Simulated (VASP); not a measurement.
## Tl: single point with PBEsol

Crystal: Tl.

```
CELL_PARAMETERS angstrom
0.00000 2.42925 2.42925
2.42925 0.00000 2.42925
2.42925 2.42925 0.00000
ATOMIC_POSITIONS crystal
Tl 0.00000 0.00000 0.00000
```

This cell differs from its parent crystal: strained.

```json
{"Program": "VASP 6.6.1", "Task": "single point", "Functional": "PBEsol", "Potentials or basis": "VASP PAW PBE potentials, release 64 (Tl_d)", "Cutoff": "520 eV", "k mesh": "14 × 14 × 14", "Occupations": "gaussian, width 0.1 eV", "Spin": "no spin polarisation"}
```

* Pressure: -0.4 GPa

Levels at points of the mesh, in eV from the Fermi level:
| k point | band 2 | band 3 | band 4 | band 5 | band 6 | band 7 | band 8 | band 9 | band 10 | band 11 |
| --- | --- | --- | --- | --- | --- | --- | --- | --- | --- | --- |
| (0.00, 0.00, 0.00) | -11.49 | -11.49 | -11.21 | -11.21 | -10.00 | 10.31 | 10.31 | 10.31 | 10.98 | 14.32 |
| (0.50, 0.00, 0.00) | -11.47 | -11.47 | -10.96 | -10.96 | -5.27 | -2.88 | 8.24 | 8.24 | 10.39 | 12.54 |
| (0.50, 0.50, 0.00) | -11.74 | -10.98 | -10.90 | -10.90 | -3.56 | -1.79 | 4.08 | 4.08 | 7.52 | 8.94 |

Wall time 31 s on 1 thread of Intel(R) Xeon(R) 6975P-C (Granite Rapids), with other jobs on the host, peak memory 0.18 GiB.

Caveat: the cell differs from its parent crystal (strained); the PAW data sets were made with another functional, which shifts forces and pressure a little; spin-orbit coupling is left out, which moves the levels of the heavy elements.
